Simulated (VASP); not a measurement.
# Ta4C3 (Cm) in VASP: further runs, part 2 of 2

VASP 6.6.1.

## (4) Single point, PBEsol

Input file INCAR:

```
SYSTEM = Ta4C3
  PREC = Accurate
  ENCUT = 520
  EDIFF = 1E-6
  ISMEAR = 0
  SIGMA = 0.15
  LREAL = .False.
  LASPH = .True.
  NELM = 80
  ALGO = Normal
  ISIF = 2
  LWAVE = .False.
  LCHARG = .True.
  GGA = PS
  LELF = .True.
  LVHAR = .True.
  NBANDS = 37
```

Input file KPOINTS:

```
regular mesh
0
Gamma
  14 14 4
  0 0 0
```

Input file POSCAR:

```
Ta4C3
1.0
   -3.1032734570      0.0000000000      0.0000000000
   -1.5516367285     -2.6875136487      0.0000000000
    1.1638827101      0.6719679960     10.1645109918
Ta C
4 3
Direct
    0.3575979669      0.3575979669      0.1893666186
    0.5459401215      0.5459401215      0.9426348013
    0.1514660090      0.1514660090      0.6981042887
    0.7567089931      0.7567089931      0.4524423133
    0.4545268633      0.4545268633      0.5770305159
    0.9912438832      0.9912438832      0.0573012258
    0.0576449956      0.0576449956      0.3228702664
```

Potentials or basis: VASP PAW PBE potentials, release 64 (Ta_pv, C).

Run with:

```sh
cat potpaw_PBE.64/Ta_pv/POTCAR potpaw_PBE.64/C/POTCAR > POTCAR
mpirun -np 1 vasp_std > vasp.out
```

OUTCAR:

```text
SYSTEM = Ta4C3
   PREC = Accurate
   ENCUT = 520
   EDIFF = 1E-6
   ISMEAR = 0
   LREAL = .False.
   LASPH = .True.
   NELM = 80
   ISIF = 2
   GGA = PS

 ion  position               nearest neighbor table
   1  0.358  0.358  0.189-   6 2.24   6 2.24   6 2.24   7 2.25   7 2.25   7 2.25   2 2.85   4 3.22
                             4 3.22   4 3.22   2 3.24   2 3.24
   2  0.546  0.546  0.943-   6 1.99   6 1.99   6 2.52   1 2.85   3 3.06   3 3.06   3 3.06   1 3.24
                             1 3.24
   3  0.151  0.151  0.698-   5 2.17   5 2.17   5 2.17   2 3.06   2 3.06   2 3.06   4 3.07   4 3.07
[... 1178 lines left out ...]
  Total        1.4290076      2.4294535      3.5674793     -0.8664116      1.8363190      3.1805975
  in kB       27.0077186     45.9157794     67.4240490    -16.3748610     34.7057552     60.1121256
  external PRESSURE =      46.7825157 kB  Pullay stress =       0.0000000 kB

 VOLUME and BASIS-vectors are now :
 -----------------------------------------------------------------------------
  energy-cutoff  :      520.00
  volume of cell :       84.77
      direct lattice vectors                 reciprocal lattice vectors
    -3.103273457  0.000000000  0.000000000    -0.322240374  0.186045567  0.024598658
    -1.551636728 -2.687513649  0.000000000     0.000000000 -0.372091134  0.024598658
     1.163882710  0.671967996 10.164510992     0.000000000  0.000000000  0.098381516

 POSITION                                       TOTAL-FORCE (eV/Angst)
 -----------------------------------------------------------------------------------
     -1.44419     -0.83380      1.92482        -0.178475     -0.103043      0.895415
     -1.44419     -0.83380      9.58142        -2.219610     -1.281493     -2.330879
      0.10745      0.06204      7.09589        -0.305245     -0.176233     -0.000291
     -2.99582     -1.72964      4.59885         0.063927      0.036908     -0.017174
     -1.44419     -0.83380      5.86523         0.046983      0.027125      0.063518
     -4.54746     -2.62548      0.58244         2.568135      1.482713      1.471858
      0.10745      0.06204      3.28182         0.024286      0.014022     -0.082447
 -----------------------------------------------------------------------------------
    total drift:                               -0.000078     -0.000045     -0.000223

  FREE ENERGIE OF THE ION-ELECTRON SYSTEM (eV)
  ---------------------------------------------------
  free  energy   TOTEN  =       -82.7929881645 eV

  energy  without entropy=      -82.7756999605  energy(sigma->0) =      -82.78434406
```

stdout:

```text
POSCAR found type information on POSCAR TaC
 POSCAR found :  2 types and       7 ions
 scaLAPACK will be used
 -----------------------------------------------------------------------------
|                                                                             |
|                                                                             |
|     You enforced a specific xc type in the INCAR file but a different       |
|     I HOPE YOU KNOW WHAT YOU ARE DOING!                                     |
|                                                                             |
 -----------------------------------------------------------------------------

 LDA part: xc-table for (Slater+PW92), standard interpolation
 POSCAR, INCAR and KPOINTS ok, starting setup
 FFT: planning ... GRIDC
 FFT: planning ... GRID_SOFT
 FFT: planning ... GRID
 WAVECAR not read
 entering main loop
```

Run time: 9.5 min. Hardware: 1 thread of Oxide Virtual Turin-like, shared host; peak memory 0.56 GiB.

What came out:

```yaml
Free_energy: -82.7930 eV
Pressure: 4.7 GPa
Largest_force: 3.464 eV/Å
Band_gap_on_the_k_mesh: zero (bands 28 and 29 overlap by 0.54 eV)
```

Forces in eV/Å, atoms in the order of the input:
```
Ta  -0.178 -0.103  0.895
Ta  -2.220 -1.281 -2.331
Ta  -0.305 -0.176  0.000
Ta   0.064  0.037 -0.017
C    0.047  0.027  0.064
C    2.568  1.483  1.472
C    0.024  0.014 -0.082
```

Levels at points of the mesh, in eV from the Fermi level:
| k point | band 25 | band 26 | band 27 | band 28 | band 29 | band 30 | band 31 | band 32 |
| --- | --- | --- | --- | --- | --- | --- | --- | --- |
| (0.00, 0.00, 0.00) | -2.31 | -1.01 | -0.49 | -0.47 | 0.38 | 0.40 | 0.99 | 1.28 |
| (0.50, 0.00, 0.00) | -2.07 | -1.71 | -0.76 | -0.42 | 1.22 | 1.74 | 2.28 | 3.44 |
| (0.50, 0.50, 0.00) | -2.55 | -1.84 | -0.76 | 0.04 | 1.65 | 2.84 | 3.42 | 3.57 |
| (0.00, 0.00, 0.50) | -1.74 | -1.51 | -0.46 | -0.45 | 0.06 | 0.25 | 0.93 | 1.24 |
| (0.50, 0.00, 0.50) | -2.22 | -1.76 | -0.68 | -0.19 | 0.64 | 2.26 | 2.60 | 3.42 |
| (0.50, 0.50, 0.50) | -2.38 | -1.89 | -0.66 | -0.18 | 2.03 | 2.24 | 3.31 | 3.58 |

Caveat: the cell stands under pressure; the PAW data sets were made with another functional, which shifts forces and pressure a little; spin-orbit coupling is left out, which moves the levels of the heavy elements.

## (5) Single point, PBEsol

Input file INCAR:

```
ALGO = Normal ; EDIFF = 1E-6
ENCUT = 520 ; GGA = PS
ISIF = 2 ; ISMEAR = 0
LASPH = T ; LCHARG = F
LREAL = F ; LWAVE = F
NBANDS = 37 ; NELM = 80
PREC = Accurate ; SIGMA = 0.15
```

Input file KPOINTS:

```
k-points
0
Gamma
  14 14 4
```

Input file POSCAR:

```
Ta4C3
1.0
   -3.1032734570      0.0000000000      0.0000000000
   -1.5516367285     -2.6875136487      0.0000000000
    0.3879091821      0.2239594707     10.1645109918
Ta C
4 3
Direct
    0.3260305516      0.3260305516      0.1893666186
    0.3888029001      0.3888029001      0.9426348013
    0.0350920241      0.0350920241      0.6981042887
    0.6812868594      0.6812868594      0.4524423133
    0.3583358763      0.3583358763      0.5770305159
    0.9816917688      0.9816917688      0.0573012258
    0.0038225222      0.0038225222      0.3228702664
```

Run with:

```sh
cat potpaw_PBE.64/Ta_pv/POTCAR potpaw_PBE.64/C/POTCAR > POTCAR
mpirun -np 1 vasp_std > vasp.out
```

Wall time 9.7 min (1 thread of Oxide Virtual Turin-like, shared host); peak memory 0.56 GiB.

The run converged. Its results:

```
Free energy            : -81.3731 eV
Pressure               : 9.6 GPa
Largest force          : 5.883 eV/Å
Band gap on the k mesh : zero (bands 28 and 29 overlap by 0.75 eV)
```

Forces on the atoms (eV/Å):
```
Ta   0.601  0.347  4.647
Ta   0.722  0.417 -5.824
Ta  -0.233 -0.135 -0.489
Ta   0.039  0.022 -0.531
C    0.014  0.008  0.405
C   -1.142 -0.659  1.859
C   -0.001 -0.001 -0.067
```

Stress tensor (GPa, compression positive):
```
 0.20 -3.82  0.58
-3.82  4.62  0.34
 0.58  0.34 23.95
```

Levels at points of the mesh, in eV from the Fermi level:
| k point | band 24 | band 25 | band 26 | band 27 | band 28 | band 29 | band 30 | band 31 | band 32 | band 33 |
| --- | --- | --- | --- | --- | --- | --- | --- | --- | --- | --- |
| (0.00, 0.00, 0.00) | -2.23 | -2.08 | -1.35 | -0.41 | -0.34 | 0.16 | 0.60 | 1.05 | 1.26 | 1.37 |
| (0.50, 0.00, 0.00) | -2.35 | -1.81 | -1.49 | -0.73 | -0.38 | 0.76 | 2.28 | 2.54 | 3.38 | 3.70 |
| (0.50, 0.50, 0.00) | -2.73 | -2.36 | -1.82 | -0.61 | 0.28 | 1.70 | 2.73 | 2.96 | 3.73 | 3.76 |
| (0.00, 0.00, 0.50) | -2.31 | -2.23 | -1.23 | -0.33 | -0.23 | 0.21 | 0.84 | 1.22 | 1.40 | 1.44 |
| (0.50, 0.00, 0.50) | -2.35 | -1.86 | -1.50 | -0.84 | -0.13 | 1.02 | 1.88 | 2.49 | 3.61 | 3.79 |
| (0.50, 0.50, 0.50) | -2.64 | -2.19 | -1.97 | -0.45 | 0.06 | 2.17 | 2.46 | 2.50 | 3.72 | 4.15 |

Caveat: the cell stands under pressure; the PAW data sets were made with another functional, which shifts forces and pressure a little; spin-orbit coupling is left out, which moves the levels of the heavy elements.

## (6) The runs side by side

| cell | gap on the mesh (eV) | pressure (GPa) | largest force (eV/Å) |
| --- | --- | --- | --- |
| a = 3.103, b = 3.103, c = 10.174 Å, angles 87.8, 87.8, 60.0°, 7 atoms | none | 13.2 | 9.82 |
| a = 3.103, b = 3.103, c = 10.253 Å, angles 83.5, 83.5, 60.0°, 7 atoms | none | 65.7 | 84.71 |
| a = 3.103, b = 3.103, c = 10.253 Å, angles 96.5, 96.5, 60.0°, 7 atoms | none | 4.7 | 3.46 |
| a = 3.103, b = 3.103, c = 10.174 Å, angles 92.2, 92.2, 60.0°, 7 atoms | none | 9.6 | 5.88 |

Alike in all rows: task single point; level PBEsol; potentials or basis VASP PAW PBE potentials, release 64 (Ta_pv, C); no spin polarisation; k mesh 14 × 14 × 4; cutoff (eV) 520; smearing gaussian 0.15 eV.

Caveats: the cell stands under pressure; the PAW data sets were made with another functional, which shifts forces and pressure a little; spin-orbit coupling is left out, which moves the levels of the heavy elements; atoms lie so close that the PAW spheres overlap strongly, which falsifies energies and pressures (at least some runs).

Total energies depend on the potentials used, so only differences within one code and one set of settings carry meaning.
